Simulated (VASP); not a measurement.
Crystal: SiO2.

```
CELL_PARAMETERS angstrom
2.97178 0.00000 0.00000
0.00000 2.97178 0.00000
0.00000 0.00000 4.31313
ATOMIC_POSITIONS crystal
Si 0.00000 0.00000 0.00000
Si 0.50000 0.50000 0.50000
O 0.00000 0.50000 0.30177
O 0.00000 0.50000 0.80177
O 0.50000 0.00000 0.69823
O 0.50000 0.00000 0.19823
```

- Program: VASP 6.6.1
- Task: relaxation of cell and atoms
- Functional: PBE
- Potentials or basis: VASP PAW PBE potentials, release 64 (Si, O)
- Cutoff: 600 eV
- k mesh: 8 × 8 × 6
- Occupations: fermi-dirac, width 0.02 eV
- Spin: no spin polarisation

At the start: pressure 98.7 GPa; volume 6.35 Å³/atom.

**Question.** How do energy, volume and symmetry change on relaxing?

**Answer.** Over 19 steps the energy falls by 919.5 meV/atom and the volume is 8.87 Å³/atom (+39.7 %); space group P4_2/nmc (No. 137, to 0.05 Å).

Step by step:
```
step  energy change (eV)  largest force (eV/Å)  pressure (GPa)  volume (Å³)
   1              0.0000                2.4957           98.74        38.09
   2             -0.9794                1.8473          -45.27        63.93
   3             -3.1944                2.0874          -11.39        49.91
   4             -3.2009                2.0970           -8.93        49.38
   5             -4.3575                1.6363           -3.24        49.14
   6             -5.1607                0.1016           15.25        48.59
   7             -5.1593                0.4347           21.89        48.42
   8             -5.4434                0.7064            2.67        53.54
   9             -5.4464                0.6846            4.17        53.08
  10             -5.4952                0.1061           -2.12        53.52
  11             -5.4953                0.0775           -2.41        53.55
  12             -5.5109                0.0098            0.00        52.98
  13             -5.5120                0.0395            0.80        52.80
  14             -5.5145                0.0679            0.03        52.99
  15             -5.5154                0.1034           -0.92        53.23
  16             -5.5166                0.0527           -0.14        53.18
  17             -5.5167                0.0373            0.07        53.17
  18             -5.5168                0.0260            0.05        53.18
  19             -5.5170                0.0017            0.01        53.22
```

Final structure:
```cif
data_structure
_symmetry_space_group_name_H-M 'P 1'
_symmetry_Int_Tables_number 1
_cell_length_a 3.0119
_cell_length_b 3.0119
_cell_length_c 5.8662
_cell_angle_alpha 90.000
_cell_angle_beta 90.000
_cell_angle_gamma 90.000
_cell_volume 53.22
loop_
_atom_site_label
_atom_site_type_symbol
_atom_site_fract_x
_atom_site_fract_y
_atom_site_fract_z
_atom_site_occupancy
Si1 Si 0.00000 0.00000 0.00000 1
Si2 Si 0.50000 0.50000 0.50000 1
O1 O 0.00000 0.50000 0.37723 1
O2 O 0.00000 0.50000 0.87723 1
O3 O 0.50000 0.00000 0.62277 1
O4 O 0.50000 0.00000 0.12277 1
```

Caveat: the volume moved by over 15 % at a fixed basis, so the end points are rough.
